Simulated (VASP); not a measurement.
A run of VASP 6.6.1:

INCAR

```
SYSTEM = ZnS
PREC     = Accurate       ! precision mode
ENCUT    = 520            ! plane-wave cutoff, eV
EDIFF    = 1E-6           ! SCF threshold, eV
ISMEAR   = -1             ! smearing method
SIGMA    = 0.05           ! smearing width, eV
LREAL    = .FALSE.        ! projectors in reciprocal space
LASPH    = .TRUE.         ! aspherical terms in the spheres
NELM     = 100            ! most SCF steps
ALGO     = Normal         ! electronic algorithm
ISIF     = 2              ! what is computed and relaxed
LWAVE    = .FALSE.        ! write WAVECAR
LCHARG   = .FALSE.        ! write CHGCAR
GGA      = CA             ! functional
NBANDS   = 26             ! bands
```

File KPOINTS:

```
regular mesh
0
G
  8 8 5
  0 0 0
```

The input POSCAR:

```
ZnS
1.0
    3.7332026603      0.0000000000      0.0000000000
   -1.8666013302      3.2330483413      0.0000000000
    0.0000000000      0.0000000000      6.1067398017
Zn S
2 2
Direct
    0.6666666667      0.3333333333      0.5000000000
    0.3333333333      0.6666666667      0.0000000000
    0.6666666667      0.3333333333      0.8850000000
    0.3333333333      0.6666666667      0.3850000000
```

Potentials or basis: VASP PAW LDA potentials, release 64 (Zn, S).

Launch:

```console
$ cat potpaw_LDA.64/Zn/POTCAR potpaw_LDA.64/S/POTCAR > POTCAR
$ mpirun -np 1 vasp_std > vasp.out
```

Hardware: 1 thread of Intel(R) Xeon(R) Platinum 8259CL CPU @ 2.50GHz (Skylake/Cascade Lake), on a shared host.

Problem. How long does it take, and how much memory?

Solution. Wall time 38 s on 1 thread of Intel(R) Xeon(R) Platinum 8259CL CPU @ 2.50GHz (Skylake/Cascade Lake), on a shared host, peak memory 0.18 GiB. Counts: scf iterations 12, k points 30.
